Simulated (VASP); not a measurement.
Set up this calculation in VASP 6.6.1, as the native input.

- Task: single point
- Functional: revPBE
- Potentials or basis: VASP PAW PBE potentials, release 64 (Co, O)
- Cutoff: 520 eV
- k mesh: 11 × 11 × 11
- Occupations: fermi-dirac, width 0.05 eV
- Spin: collinear spin, ferromagnetic start
- Starting moments: [2.0, 0.0] μB
- Dipole correction: no
- Further INCAR settings: ALGO = Normal; EDIFF = 1e-06; NBANDS = 18

The structure of CoO lies in POSCAR:

```
CoO
1.0
    1.5506041941      0.8952417489      2.3507699311
   -1.5506041941      0.8952417489      2.3507699311
    0.0000000000     -1.7904834978      2.3507699311
Co O
1 1
Direct
    0.0000000000      0.0000000000      0.0000000000
    0.5000000000      0.5000000000      0.5000000000
```

The input as run:

INCAR

```
  ALGO = Normal
  EDIFF = 1E-6
  ENCUT = 520
  GGA = RE
  ISIF = 2
  ISMEAR = -1
  ISPIN = 2
  LASPH = T
  LCHARG = F
  LMAXMIX = 4
  LORBIT = 11
  LREAL = F
  LWAVE = F
  MAGMOM = 2 0
  NBANDS = 18
  NELM = 150
  PREC = Accurate
  SIGMA = 0.05
```

KPOINTS

```
k-points
0
Gamma
  11 11 11
```

Potentials or basis: VASP PAW PBE potentials, release 64 (Co, O).

Command:

```bash
$ cat potpaw_PBE.64/Co/POTCAR potpaw_PBE.64/O/POTCAR > POTCAR
$ mpirun -np 1 vasp_std > vasp.out
```

Results of the run:

```json
{"Pressure": "-0.4 GPa", "Net moment": "2.93 μB per cell", "Site moments": "Co +2.58; O +0.30 μB", "Valence electrons inside the program's atomic spheres": "Co 7.76; O 4.98"}
```

Caveat: the PAW data sets were made with another functional, which shifts forces and pressure a little; a cell with one magnetic atom can't hold antiferromagnetic order, which such compounds often take.

Run time: 95 s on 1 thread of Intel(R) Xeon(R) Platinum 8259CL CPU @ 2.50GHz (Skylake/Cascade Lake) (shared host), peak memory 0.21 GiB.
